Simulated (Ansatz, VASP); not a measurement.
# Sb in VASP and in Ansatz

```
Sb
1.0
     0.00000    2.35625    2.35625
     2.35625    0.00000    2.35625
     2.35625    2.35625    0.00000
Sb
1
Direct
  0.00000 0.00000 0.00000
```

Alike in both runs: functional PBEsol; k mesh 11 × 11 × 11; occupations fermi-dirac, width 0.1 eV; no spin polarisation.

Ansatz relaxed the structure, and its values are those at the end. VASP's run is a single point on that final structure, the one shown.

|  | VASP | Ansatz |
| --- | --- | --- |
| version | VASP 6.6.1 | Ansatz 0.2.0 |
| potentials or method | VASP PAW PBE potentials, release 64 (Sb), cutoff 520 eV | plane waves (420 eV) with PAW, scalar-relativistic |
| valence electrons in the cell | 5 | 15 |

|  | VASP | Ansatz | Ansatz less VASP |
| --- | --- | --- | --- |
| pressure (GPa) | 0.0 | 0.0 | +0.01 |

VASP's potentials were made for PBE, not for PBEsol, and Ansatz warns of the same on its side. The functional is the same, so the differences come from potentials, cutoffs and numerics. VASP's potentials hold 5 valence electrons a cell and Ansatz's 15, so a difference there can come from the potentials and not from the codes.

Spin-orbit coupling is off throughout.
